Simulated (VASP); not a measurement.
# Te2Pt (P-3m1) in VASP: notebook, part 2 of 2

VASP 6.6.1. Earlier steps stand in the parts before.

### Step 3. Single point, PBE+D3(BJ) (25.59 Å³/atom)

This run uses another cell than the first one, of 25.59 Å³/atom.

INCAR reads:

```
SYSTEM = Te2Pt
  PREC = Accurate
  ENCUT = 500
  EDIFF = 1E-6
  ISMEAR = 0
  SIGMA = 0.1
  LREAL = .False.
  LASPH = .True.
  NELM = 120
  ALGO = Normal
  ISIF = 2
  LWAVE = .False.
  LCHARG = .False.
  GGA = PE
  IVDW = 12
  NBANDS = 18
  GGA_COMPAT = .False.
```

KPOINTS reads:

```
regular mesh
0
Gamma
  12 12 8
  0 0 0
```

POSCAR reads:

```
Te2Pt
1.0
    4.0851813727      0.0000000000      0.0000000000
   -2.0425906863      3.5378708478      0.0000000000
    0.0000000000      0.0000000000      5.3122713743
Te Pt
2 1
Direct
    0.3333333333      0.6666666667      0.2566499112
    0.6666666667      0.3333333333      0.7433500888
    0.0000000000      0.0000000000      0.0000000000
```

Potentials or basis: VASP PAW PBE potentials, release 64 (Te, Pt).

Command:

```console
$ cat potpaw_PBE.64/Te/POTCAR potpaw_PBE.64/Pt/POTCAR > POTCAR
$ mpirun -np 1 vasp_std > vasp.out
```

OUTCAR:

```text
SYSTEM = Te2Pt
   PREC = Accurate
   ENCUT = 500
   EDIFF = 1E-6
   ISMEAR = 0
   LREAL = .False.
   LASPH = .True.
   NELM = 120
   ISIF = 2
   GGA = PE
   IVDW = 12
 IVDW          = 12

 ion  position               nearest neighbor table
   1  0.333  0.667  0.257-   3 2.72   3 2.72   3 2.72   2 3.50   2 3.50   2 3.50   2 3.61   2 3.61
                             2 3.61
   2  0.667  0.333  0.743-   3 2.72   3 2.72   3 2.72   1 3.50   1 3.50   1 3.50   1 3.61   1 3.61
                             1 3.61
   3  0.000  0.000  0.000-   1 2.72   2 2.72   1 2.72   2 2.72   2 2.72   1 2.72

  LATTYP: Found a hexagonal cell.
 ALAT       =     4.0851813727
 C/A-ratio  =     1.3003758927

  Lattice vectors:

 A1 = (   4.0851813727,   0.0000000000,   0.0000000000)
 A2 = (  -2.0425906863,   3.5378708478,   0.0000000000)
 A3 = (   0.0000000000,   0.0000000000,   5.3122713743)

Analysis of symmetry for initial positions (statically):
=====================================================================
 Subroutine PRICEL returns:
 Original cell was already a primitive cell.

 Routine SETGRP: Setting up the symmetry group for a
 hexagonal supercell.

 Subroutine GETGRP returns: Found 12 space group operations
 (whereof 12 operations were pure point group operations)
 out of a pool of 24 trial point group operations.

The static configuration has the point symmetry D_3d.

Analysis of symmetry for dynamics (positions and initial velocities):
=====================================================================
 Subroutine PRICEL returns:
 Original cell was already a primitive cell.

 Routine SETGRP: Setting up the symmetry group for a
 hexagonal supercell.

 Subroutine GETGRP returns: Found 12 space group operations
 (whereof 12 operations were pure point group operations)
 out of a pool of 24 trial point group operations.

The dynamic configuration has the point symmetry D_3d.

 Subroutine INISYM returns: Found 12 space group operations
 (whereof 12 operations are pure point group operations),
 and found     1 'primitive' translations

[... 120 lines left out ...]
   LORBIT       =      0    0 simple, 1 ext, 2 COOP (PROOUT), +10 PAW based schemes
   GGA     = PE    functional components
   LHFCALC =     F    Hartree Fock is set to
   AEXX    =    0.0000 exact exchange contribution
   IVDW    =    12    specifies the selected vdW correction
   LEPSILON=     F    determine dielectric tensor
   LRPA    =     F    only Hartree local field effects (RPA)
 non-spin polarized calculation
 Gauss-broadening in eV      SIGMA  =   0.10
  energy-cutoff  :      500.00
  volume of cell :       76.78
 maximum number of plane-waves:      1980
 NGX is ok and might be reduce to    30
   NGX = 15   NGY = 15   NGZ = 19

 number of electron      22.0000001 magnetization

 Free energy of the ion-electron system (eV)
  ---------------------------------------------------
  ext. energy  EPLUGINS =         0.00000000
  ---------------------------------------------------
  free energy    TOTEN  =       -13.57212676 eV

  energy without entropy =      -13.56583781  energy(sigma->0) =      -13.56898229

 E-fermi :   8.0427     XC(G=0): -10.3070

 val. band max:        8.0328715216   @ k =  -0.0833   0.3333   0.2500
 cond. band min:       8.0588603314   @ k =   0.0000   0.0000   0.2500
 fundamental gap:      0.0259888097
 Fermi energy:         8.0427229971

 k-point     1 :       0.0000    0.0000    0.0000
  band No.  band energies     occupation
      1      -5.6535      2.00000
      2      -2.5470      2.00000
      3       1.6184      2.00000
      4       2.5661      2.00000
      5       2.5661      2.00000
      6       4.4542      2.00000
[... 481 lines left out ...]
      5       2.9587      2.00000
      6       4.0400      2.00000
[... 10 lines left out ...]
     17      15.0427      0.00000
     18      15.2011      0.00000

 [... further k-points ...]

------------------------ aborting loop because EDIFF is reached ----------------------------------------

 Edisp (eV)   -1.59782

 E8    (eV) :    -0.7334

  FORCE on cell =-STRESS in cart. coord.  units (eV):
  Direction    XX          YY          ZZ          XY          YZ          ZX
  --------------------------------------------------------------------------------------
  -------------------------------------------------------------------------------------
  Total      -1.50517    -1.50517    -1.47034    -0.00000     0.00000    -0.00000
  in kB     -31.40951   -31.40951   -30.68270    -0.00000     0.00000    -0.00000
  external pressure =      -31.17 kB  Pullay stress =        0.00 kB

 VOLUME and BASIS-vectors are now :
 -----------------------------------------------------------------------------
  energy-cutoff  :      500.00
  volume of cell :       76.78
      direct lattice vectors                 reciprocal lattice vectors
     4.085181373  0.000000000  0.000000000     0.244787173  0.141327940  0.000000000
    -2.042590686  3.537870848  0.000000000     0.000000000  0.282655881  0.000000000
     0.000000000  0.000000000  5.312271374     0.000000000  0.000000000  0.188243395

 POSITION                                       TOTAL-FORCE (eV/Angst)
 -----------------------------------------------------------------------------------
     -0.00000      2.35858      1.36339         0.000000      0.000000     -0.005573
      2.04259      1.17929      3.94888        -0.000000      0.000000      0.005573
      0.00000      0.00000      0.00000        -0.000000      0.000000      0.000000
 -----------------------------------------------------------------------------------
    total drift:                                0.000000     -0.000000      0.000000

  FREE ENERGIE OF THE ION-ELECTRON SYSTEM (eV)
  ---------------------------------------------------
  free  energy   TOTEN  =       -15.1699428608 eV

  energy  without entropy=      -15.1636539142  energy(sigma->0) =      -15.16679839
```

Run time: 76 s. Hardware: 1 thread of AMD EPYC 9R45 (Zen 5), shared host; peak memory 0.28 GiB.

Results:

```
Free energy                : -15.1699 eV
Pressure                   : -3.1 GPa
Largest force              : 0.006 eV/Å
Band gap on the k mesh     : zero (bands 11 and 12 overlap by 1.21 eV)
Dispersion energy per atom : -0.533 eV
```

Forces on the atoms (eV/Å):
```
Te   0.000  0.000 -0.006
Te   0.000  0.000  0.006
Pt   0.000  0.000  0.000
```

Levels at points of the mesh, in eV from the Fermi level:
| k point | band 7 | band 8 | band 9 | band 10 | band 11 | band 12 | band 13 | band 14 | band 15 | band 16 |
| --- | --- | --- | --- | --- | --- | --- | --- | --- | --- | --- |
| (0.00, 0.00, 0.00) | -3.59 | -2.56 | -0.48 | -0.48 | 1.01 | 1.01 | 1.37 | 2.83 | 3.97 | 5.91 |
| (0.50, 0.00, 0.00) | -3.31 | -3.28 | -3.25 | -3.23 | -2.78 | 0.16 | 2.38 | 3.74 | 5.27 | 5.58 |
| (0.00, 0.00, 0.50) | -3.62 | -2.22 | -1.46 | -1.10 | -1.10 | 2.10 | 2.10 | 4.15 | 5.06 | 5.06 |
| (0.50, 0.00, 0.50) | -3.32 | -3.26 | -3.10 | -2.30 | -0.73 | 0.49 | 1.26 | 4.04 | 4.37 | 6.22 |

Caveat: the cell stands under tension; spin-orbit coupling is left out, which moves the levels of the heavy elements.

### Step 4. Single point, PBE+D3(BJ) (26.56 Å³/atom)

This run uses another cell than the first one, of 26.56 Å³/atom.

INCAR reads:

```
SYSTEM = Te2Pt
PREC = Accurate
ENCUT = 500
EDIFF = 1E-6
ISMEAR = 0
SIGMA = 0.1
LREAL = .FALSE.
LASPH = .TRUE.
NELM = 120
ALGO = Normal
ISIF = 2
LWAVE = .FALSE.
LCHARG = .FALSE.
GGA = PE
IVDW = 12
NBANDS = 18
GGA_COMPAT = .FALSE.
```

KPOINTS reads:

```
regular mesh
0
G
  12 12 8
  0 0 0
```

POSCAR reads:

```
Te2Pt
1.0
    4.0948922008      0.0000000000      0.0000000000
   -2.0474461004      3.5462806716      0.0000000000
    0.0000000000      0.0000000000      5.4866191101
Te Pt
2 1
Direct
    0.3333333333      0.6666666667      0.2487836633
    0.6666666667      0.3333333333      0.7512163367
    0.0000000000      0.0000000000      0.0000000000
```

Potentials or basis: VASP PAW PBE potentials, release 64 (Te, Pt).

Command:

```console
$ cat potpaw_PBE.64/Te/POTCAR potpaw_PBE.64/Pt/POTCAR > POTCAR
$ mpirun -np 1 vasp_std > vasp.out
```

OUTCAR:

```text
SYSTEM = Te2Pt
   PREC = Accurate
   ENCUT = 500
   EDIFF = 1E-6
   ISMEAR = 0
   LREAL = .FALSE.
   LASPH = .TRUE.
   NELM = 120
   ISIF = 2
   GGA = PE
   IVDW = 12
 IVDW          = 12

 ion  position               nearest neighbor table
   1  0.333  0.667  0.249-   3 2.73   3 2.73   3 2.73   2 3.61   2 3.61   2 3.61   2 3.63   2 3.63
                             2 3.63
   2  0.667  0.333  0.751-   3 2.73   3 2.73   3 2.73   1 3.61   1 3.61   1 3.61   1 3.63   1 3.63
                             1 3.63
   3  0.000  0.000  0.000-   1 2.73   2 2.73   1 2.73   2 2.73   2 2.73   1 2.73

  LATTYP: Found a hexagonal cell.
 ALAT       =     4.0948922008
 C/A-ratio  =     1.3398689980

  Lattice vectors:

 A1 = (   4.0948922008,   0.0000000000,   0.0000000000)
 A2 = (  -2.0474461004,   3.5462806716,   0.0000000000)
 A3 = (   0.0000000000,   0.0000000000,   5.4866191101)

Analysis of symmetry for initial positions (statically):
=====================================================================
 Subroutine PRICEL returns:
 Original cell was already a primitive cell.

 Routine SETGRP: Setting up the symmetry group for a
 hexagonal supercell.

 Subroutine GETGRP returns: Found 12 space group operations
 (whereof 12 operations were pure point group operations)
[... 170 lines left out ...]
 cond. band min:       7.5885452837   @ k =   0.0000   0.3333   0.2500
 fundamental gap:      0.0812857325
 Fermi energy:         7.5878717837

 k-point     1 :       0.0000    0.0000    0.0000
  band No.  band energies     occupation
      1      -5.9393      2.00000
      2      -3.1181      2.00000
      3       1.3234      2.00000
      4       2.1550      2.00000
      5       2.1550      2.00000
      6       4.0077      2.00000
[... 481 lines left out ...]
      5       2.4832      2.00000
      6       3.6282      2.00000
[... 10 lines left out ...]
     17      14.5044      0.00000
     18      14.6492      0.00000

 [... further k-points ...]

------------------------ aborting loop because EDIFF is reached ----------------------------------------

 Edisp (eV)   -1.53640

 E8    (eV) :    -0.7051

  FORCE on cell =-STRESS in cart. coord.  units (eV):
  Direction    XX          YY          ZZ          XY          YZ          ZX
  --------------------------------------------------------------------------------------
  -------------------------------------------------------------------------------------
  Total      -2.01398    -2.01398    -1.95387     0.00000    -0.00000    -0.00000
  in kB     -40.49903   -40.49903   -39.29043     0.00000    -0.00000    -0.00000
  external pressure =      -40.10 kB  Pullay stress =        0.00 kB

 VOLUME and BASIS-vectors are now :
 -----------------------------------------------------------------------------
  energy-cutoff  :      500.00
  volume of cell :       79.67
      direct lattice vectors                 reciprocal lattice vectors
     4.094892201  0.000000000  0.000000000     0.244206673  0.140992788  0.000000000
    -2.047446100  3.546280672  0.000000000     0.000000000  0.281985577  0.000000000
     0.000000000  0.000000000  5.486619110     0.000000000  0.000000000  0.182261604

 POSITION                                       TOTAL-FORCE (eV/Angst)
 -----------------------------------------------------------------------------------
     -0.00000      2.36419      1.36498         0.000000      0.000000      0.000434
      2.04745      1.18209      4.12164        -0.000000      0.000000     -0.000434
      0.00000      0.00000      0.00000         0.000000      0.000000      0.000000
 -----------------------------------------------------------------------------------
    total drift:                                0.000000     -0.000000      0.000000

  FREE ENERGIE OF THE ION-ELECTRON SYSTEM (eV)
  ---------------------------------------------------
  free  energy   TOTEN  =       -15.1058259806 eV

  energy  without entropy=      -15.1003391226  energy(sigma->0) =      -15.10308255
```

Wall time 71 s (1 thread of AMD EPYC 9R45 (Zen 5), shared host); peak memory 0.28 GiB.

What came out:

| Property | Result |
| --- | --- |
| Free energy | -15.1058 eV |
| Pressure | -4.0 GPa |
| Band gap on the k mesh | zero (bands 11 and 12 overlap by 1.32 eV) |
| Dispersion energy per atom | -0.512 eV |

Levels at points of the mesh, in eV from the Fermi level:
| k point | band 8 | band 9 | band 10 | band 11 | band 12 | band 13 | band 14 | band 15 |
| --- | --- | --- | --- | --- | --- | --- | --- | --- |
| (0.00, 0.00, 0.00) | -2.55 | -0.50 | -0.50 | 1.11 | 1.15 | 1.15 | 3.02 | 3.84 |
| (0.50, 0.00, 0.00) | -3.25 | -3.19 | -3.07 | -2.78 | 0.22 | 2.20 | 3.56 | 5.11 |
| (0.00, 0.00, 0.50) | -2.21 | -1.55 | -0.98 | -0.98 | 2.00 | 2.00 | 4.06 | 5.14 |
| (0.50, 0.00, 0.50) | -3.25 | -3.09 | -2.36 | -0.86 | 0.66 | 1.20 | 3.72 | 4.32 |

Caveat: the cell stands under tension; spin-orbit coupling is left out, which moves the levels of the heavy elements.

### Step 5. Relaxation of shape and atoms at fixed volume, PBE+D3(BJ) (21.25 Å³/atom)

This run uses another cell than the first one, of 21.25 Å³/atom.

INCAR reads:

```
SYSTEM = Te2Pt
ALGO = Normal
EDIFF = 1E-7
EDIFFG = -0.01
ENCUT = 500
GGA = PE
GGA_COMPAT = .FALSE.
IBRION = 2
ISIF = 4
ISMEAR = 0
IVDW = 12
LASPH = .TRUE.
LCHARG = .FALSE.
LREAL = .FALSE.
LWAVE = .FALSE.
NELM = 120
NELMIN = 4
NSW = 50
PREC = Accurate
SIGMA = 0.1
```

KPOINTS reads:

```
k-points
0
G
  12 12 8
  0 0 0
```

POSCAR reads:

```
Te2Pt
1.0
    3.9353533504      0.0000000000      0.0000000000
   -1.9676766752      3.4081159743      0.0000000000
    0.0000000000      0.0000000000      4.7523922508
Te Pt
2 1
Direct
    0.3333333333      0.6666666667      0.2789182430
    0.6666666667      0.3333333333      0.7210817570
    0.0000000000      0.0000000000      0.0000000000
```

Command:

```console
$ cat potpaw_PBE.64/Te/POTCAR potpaw_PBE.64/Pt/POTCAR > POTCAR
$ mpirun -np 1 vasp_std > vasp.out
```

It took 3.2 min on 1 thread of AMD EPYC 9R45 (Zen 5), shared host; peak memory 0.26 GiB.

Results (log left out):

| Quantity | Value |
| --- | --- |
| Free energy | -14.9151 eV |
| Energy gained by relaxing | 1.9 meV/atom |
| Ionic steps | 6 |
| Pressure after relaxing | 13.2 GPa |
| Largest force after relaxing | 0.005 eV/Å |
| Band gap on the k mesh | zero (bands 11 and 12 overlap by 1.04 eV) |
| Dispersion energy per atom | -0.645 eV |

Forces in eV/Å, atoms in the order of the input:
```
Te   0.000  0.000  0.005
Te   0.000  0.000 -0.005
Pt   0.000  0.000  0.000
```

The path:
| step | energy change (eV) | largest force (eV/Å) | pressure (GPa) | volume (Å³) |
| --- | --- | --- | --- | --- |
| 1 | 0.0000 | 0.2809 | 14.10 | 63.74 |
| 2 | -0.0055 | 0.0193 | 13.33 | 63.74 |
| 3 | -0.0056 | 0.0197 | 13.23 | 63.74 |
| 4 | -0.0056 | 0.0135 | 13.24 | 63.74 |
| 5 | -0.0057 | 0.0048 | 13.23 | 63.74 |
| 6 | -0.0058 | 0.0050 | 13.21 | 63.74 |

Final structure:
```
Te Pt
1.0
     3.95116    0.00000    0.00000
    -1.97558    3.42180    0.00000
     0.00000    0.00000    4.71445
Te Pt
2 1
Direct
  0.33333 0.66667 0.28181
  0.66667 0.33333 0.71819
  0.00000 0.00000 0.00000
```

Levels at points of the mesh, in eV from the Fermi level:
```
           k point  band 8  band 9  band 10  band 11  band 12  band 13  band 14  band 15
(0.00, 0.00, 0.00)   -2.89   -0.55    -0.55     0.37     0.37     1.40     2.75     4.84
(0.50, 0.00, 0.00)   -3.76   -3.69    -3.11    -3.08     0.11     3.40     4.24     5.64
(0.00, 0.00, 0.50)   -2.24   -1.90    -1.90    -1.16     2.63     2.63     4.35     4.78
(0.50, 0.00, 0.50)   -3.69   -3.47    -2.29    -0.74    -0.20     1.73     4.80     5.67
```

Caveat: spin-orbit coupling is left out, which moves the levels of the heavy elements.

### Step 6. Relaxation of shape and atoms at fixed volume, PBE+D3(BJ) (23.42 Å³/atom)

This run uses another cell than the first one, of 23.42 Å³/atom.

INCAR reads:

```
PREC = Accurate
ENCUT = 500
EDIFF = 1E-7
ISMEAR = 0
SIGMA = 0.1
LREAL = F
LASPH = T
NELM = 120
ALGO = Normal
ISIF = 4
LWAVE = F
LCHARG = F
GGA = PE
IVDW = 12
IBRION = 2
NSW = 50
EDIFFG = -0.01
GGA_COMPAT = F
NELMIN = 4
```

KPOINTS reads:

```
regular mesh
0
Gamma
  12 12 8
```

POSCAR reads:

```
Te2Pt
1.0
    4.0110890365      0.0000000000      0.0000000000
   -2.0055445183      3.4737050025      0.0000000000
    0.0000000000      0.0000000000      5.0424802142
Te Pt
2 1
Direct
    0.3333333333      0.6666666667      0.2671490265
    0.6666666667      0.3333333333      0.7328509735
    0.0000000000      0.0000000000      0.0000000000
```

Potentials or basis: VASP PAW PBE potentials, release 64 (Te, Pt).

Command:

```console
$ cat potpaw_PBE.64/Te/POTCAR potpaw_PBE.64/Pt/POTCAR > POTCAR
$ mpirun -np 1 vasp_std > vasp.out
```

It took 3.1 min on 1 thread of AMD EPYC 9R45 (Zen 5), shared host; peak memory 0.27 GiB.

The run converged. Its results:

* Free energy: -15.2047 eV
* Energy gained by relaxing: 2.4 meV/atom
* Ionic steps: 5
* Pressure after relaxing: 2.2 GPa
* Largest force after relaxing: 0.005 eV/Å
* Band gap on the k mesh: zero (bands 11 and 12 overlap by 1.15 eV)
* Dispersion energy per atom: -0.584 eV

Forces on the atoms (eV/Å):
```
Te   0.000  0.000 -0.005
Te   0.000  0.000  0.005
Pt   0.000  0.000  0.000
```

Step by step:
```csv
step,energy change (eV),largest force (eV/Å),pressure (GPa),volume (Å³)
1,0.0000,0.2656,3.28,70.26
2,-0.0061,0.0989,2.60,70.26
3,-0.0072,0.0172,2.15,70.26
4,-0.0072,0.0115,2.18,70.26
5,-0.0073,0.0053,2.17,70.26
```

Final structure:
```
Te Pt
1.0
     4.02802    0.00000    0.00000
    -2.01401    3.48837    0.00000
     0.00000    0.00000    5.00018
Te Pt
2 1
Direct
  0.33333 0.66667 0.27127
  0.66667 0.33333 0.72873
  0.00000 0.00000 0.00000
```

Levels at points of the mesh, in eV from the Fermi level:
| k point | band 9 | band 10 | band 11 | band 12 | band 13 | band 14 |
| --- | --- | --- | --- | --- | --- | --- |
| (0.00, 0.00, 0.00) | -0.49 | -0.49 | 0.67 | 0.67 | 1.64 | 2.56 |
| (0.50, 0.00, 0.00) | -3.41 | -3.21 | -2.92 | 0.07 | 2.82 | 4.07 |
| (0.00, 0.00, 0.50) | -1.47 | -1.47 | -1.32 | 2.33 | 2.33 | 4.26 |
| (0.50, 0.00, 0.50) | -3.25 | -2.24 | -0.67 | 0.10 | 1.44 | 4.49 |

Caveat: spin-orbit coupling is left out, which moves the levels of the heavy elements.

### Step 7. Summary

```tsv
task	cell	gap on the mesh (eV)	pressure (GPa)	largest force (eV/Å)
single point	a = 4.072, b = 4.072, c = 5.196 Å, angles 90.0, 90.0, 120.0°, 3 atoms, atomic positions A	none	-1.9	0.01
single point	a = 4.085, b = 4.085, c = 5.312 Å, angles 90.0, 90.0, 120.0°, 3 atoms, atomic positions B	none	-3.1	0.01
single point	a = 4.095, b = 4.095, c = 5.487 Å, angles 90.0, 90.0, 120.0°, 3 atoms, atomic positions C	none	-4.0	-
relaxation of shape and atoms at fixed volume	relaxed from a = 3.935, b = 3.935, c = 4.752 Å, angles 90.0, 90.0, 120.0°, 3 atoms, atomic positions D	none	13.2	0.01
relaxation of shape and atoms at fixed volume	relaxed from a = 4.011, b = 4.011, c = 5.042 Å, angles 90.0, 90.0, 120.0°, 3 atoms, atomic positions E	none	2.2	0.01
```

Alike in all rows: level PBE+D3(BJ); potentials or basis VASP PAW PBE potentials, release 64 (Te, Pt); no spin polarisation; k mesh 12 × 12 × 8; cutoff (eV) 500; smearing gaussian 0.1 eV.

Caveats: spin-orbit coupling is left out, which moves the levels of the heavy elements; the cell stands under tension (at least some runs).

Total energies depend on the potentials used, so only differences within one code and one set of settings carry meaning.

The gap in the log of VASP goes by the Fermi energy; the results here count the filled bands.